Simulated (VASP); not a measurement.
A run of VASP 6.6.1 is set up as follows.

Contents of INCAR:

```
  ALGO = Fast
  EDIFF = 1E-6
  EDIFFG = -0.04
  ENCUT = 600
  GGA = PE
  IBRION = 2
  ISIF = 3
  ISMEAR = 0
  LASPH = True
  LCHARG = False
  LREAL = False
  LWAVE = False
  NELM = 100
  NSW = 90
  PREC = Accurate
  SIGMA = 0.1
```

File KPOINTS:

```
k-points
0
Gamma
  4 4 4
```

File POSCAR:

```
BeAl2
1.0
    0.0000000000      3.3614055580      3.3614055580
    3.3614055580      0.0000000000      3.3614055580
    3.3614055580      3.3614055580      0.0000000000
Be Al
2 4
Direct
    0.0000000000      0.0000000000      0.0000000000
    0.2500000000      0.2500000000      0.2500000000
    0.6250000000      0.6250000000      0.6250000000
    0.1250000000      0.6250000000      0.6250000000
    0.6250000000      0.6250000000      0.1250000000
    0.6250000000      0.1250000000      0.6250000000
```

Potentials or basis: VASP PAW PBE potentials, release 64 (Be, Al).

Command:

```sh
$ cat potpaw_PBE.64/Be/POTCAR potpaw_PBE.64/Al/POTCAR > POTCAR
$ mpirun -np 1 vasp_std > vasp.out
```

Task: What does it give for the relaxed cell?

Result: a = 5.136 Å, b = 5.136 Å, c = 5.136 Å, α = 60.00°, β = 60.00°, γ = 60.00°.

Task: What does it give for the relaxed volume?

Result: 15.97 Å³/atom.

Task: Estimate the band gap on the k mesh.

Result: Zero (band 8 reaches 8.25 eV, above the bottom of band 9 at 4.40 eV).

Task: Predict the space group after relaxing (to 0.05 Å).

Result: Fd-3m (No. 227).

The path:
```tsv
step	energy change (eV)	largest force (eV/Å)	pressure (GPa)	volume (Å³)
1	0.0000	0.0000	27.19	75.96
2	-1.3276	0.0000	-3.76	102.11
3	-1.4016	0.0000	0.23	95.82
```

Caveat: the k points lie up to 0.37 Å⁻¹ apart in the final cell; the volume moved by over 15 % at a fixed basis, so the end points are rough.
